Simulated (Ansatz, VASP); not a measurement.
One calculation of MgO, two programs

File INCAR:

```
SYSTEM = MgO
PREC = Accurate
ENCUT = 520
EDIFF = 1E-7
ISMEAR = 0
SIGMA = 0.05
LREAL = .False.
LASPH = .True.
NELM = 80
ALGO = Normal
ISIF = 2
LWAVE = .False.
LCHARG = .True.
GGA = PE
LELF = .True.
LVHAR = .True.
NBANDS = 16
```

File KPOINTS:

```
Automatic mesh
0
Gamma
  6 6 6
  0 0 0
```

POSCAR

```
MgO
1.0
    3.4863778627      0.0000000000      0.0000000000
   -1.7431889314      3.0192917963      0.0000000000
    0.0000000000      0.0000000000      4.1780412200
Mg O
2 2
Direct
    0.6666666667      0.3333333333      0.7500000000
    0.3333333333      0.6666666667      0.2500000000
    0.6021297723      0.3333333333      0.2500000000
    0.3333333333      0.6666666667      0.7500000000
```

Input for Ansatz:

```yaml
crystal:
  lattice:
    - [3.4863778627, 0.0, 0.0]
    - [-1.7431889314, 3.0192917963, 0.0]
    - [0.0, 0.0, 4.17804122]
  atoms:
    - { symbol: Mg, position: [0.6666666667, 0.3333333333, 0.75] }
    - { symbol: Mg, position: [0.3333333333, 0.6666666667, 0.25] }
    - { symbol: O, position: [0.6021297723, 0.3333333333, 0.25] }
    - { symbol: O, position: [0.3333333333, 0.6666666667, 0.75] }
basis:
  ecutwfc: 420
kpoints:
  mp_grid: { grid: [6, 6, 6] }
hamiltonian:
  xc: pbe
scf:
  occupations: { method: gaussian, width: 0.05 }
output:
  forces: true
  stress: true
  eigenvalues: true
```

Alike in both runs: task single point; functional PBE; k mesh 6 × 6 × 6; occupations gaussian, width 0.05 eV; no spin polarisation.

|  | VASP | Ansatz |
| --- | --- | --- |
| version | VASP 6.6.1 | Ansatz 0.2.0 |
| potentials or method | VASP PAW PBE potentials, release 64 (Mg, O), cutoff 520 eV | scalar-relativistic, plane waves, PAW |
| valence electrons in the cell | 16 | 32 |

|  | VASP | Ansatz | Ansatz less VASP |
| --- | --- | --- | --- |
| gap on the k mesh at the Fermi level (eV) | 3.34 | 3.35 | +0.016 |
| least direct gap on the mesh (eV) | 3.34 | 3.35 | +0.016 |
| pressure (GPa) | 6.6 | 7.0 | +0.43 |
| traceless stress, the component that is largest in VASP (GPa) | -8.66 | -8.53 | +0.130 |
| rms of the force components (eV/Å) | 1.047 | 1.032 | -0.0144 |

Atom by atom the forces differ by 0.015 eV/Å (rms over components). The functional is the same, so the differences come from potentials, cutoffs and numerics. VASP's potentials hold 16 valence electrons a cell and Ansatz's 32, so a difference there can come from the potentials and not from the codes.
